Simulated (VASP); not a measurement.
Input of a VASP 6.6.1 run:

The input INCAR:

```
  PREC = Accurate
  ENCUT = 520
  EDIFF = 1E-6
  ISMEAR = -1
  SIGMA = 0.08
  LREAL = False
  LASPH = True
  NELM = 80
  ALGO = Normal
  ISIF = 2
  LWAVE = False
  LCHARG = False
  GGA = CA
  NBANDS = 10
```

File KPOINTS:

```
Automatic mesh
0
Gamma
  19 19 19
```

File POSCAR:

```
Ir
1.0
    0.0000000000      1.9059363364      1.9059363364
    1.9059363364      0.0000000000      1.9059363364
    1.9059363364      1.9059363364      0.0000000000
Ir
1
Direct
    0.0000000000      0.0000000000      0.0000000000
```

Potentials or basis: VASP PAW LDA potentials, release 64 (Ir).

Launch:

```bash
$ cat potpaw_LDA.64/Ir/POTCAR > POTCAR
$ mpirun -np 1 vasp_std > vasp.out
```

What does it give for the band gap on the k mesh?

Zero (an odd number of electrons rules out a gap without spin polarisation).

Estimate the pressure.

2.6 GPa.

Caveat: spin-orbit coupling is left out, which moves the levels of the heavy elements.
